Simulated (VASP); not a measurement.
# Sn: single point with PBE

The system is Sn, a slab with vacuum.

```
Sn
1.0
     4.70646    0.00000    0.00000
     0.00000    4.70646    0.00000
     0.00000    0.00000   20.99200
Sn
4
Direct
  0.00000 0.25000 0.38110
  0.50000 0.25000 0.46037
  0.50000 0.75000 0.53963
  0.00000 0.75000 0.61890
```

```
Program                 : VASP 6.6.1
Task                    : single point
Functional              : PBE
Potentials or basis     : VASP PAW PBE potentials, release 64 (Sn_d)
Cutoff                  : 520 eV
k mesh                  : 7 × 7 × 1
Occupations             : fermi-dirac, width 0.02 eV
Spin                    : no spin polarisation
Dipole correction       : yes
k mesh for the DOS      : 11 × 11 × 1
Occupations for the DOS : tetrahedron
Further INCAR settings  : ALGO = Normal; EDIFF = 1e-06; NBANDS = 36
```

The valence electrons inside the program's atomic spheres are Sn 12.13, 12.28 (each value once).

Levels at points of the mesh, in eV from the Fermi level:
```tsv
k point	band 24	band 25	band 26	band 27	band 28	band 29	band 30	band 31	band 32	band 33
(0.00, 0.00, 0.00)	-2.74	-1.36	-1.26	-0.23	0.54	0.97	1.58	1.58	1.65	2.36
```

It took 13 min on 1 thread of Oxide Virtual Turin-like Processor, on a shared host, peak memory 0.67 GiB.

Caveat: spin-orbit coupling is left out, which moves the levels of the heavy elements.
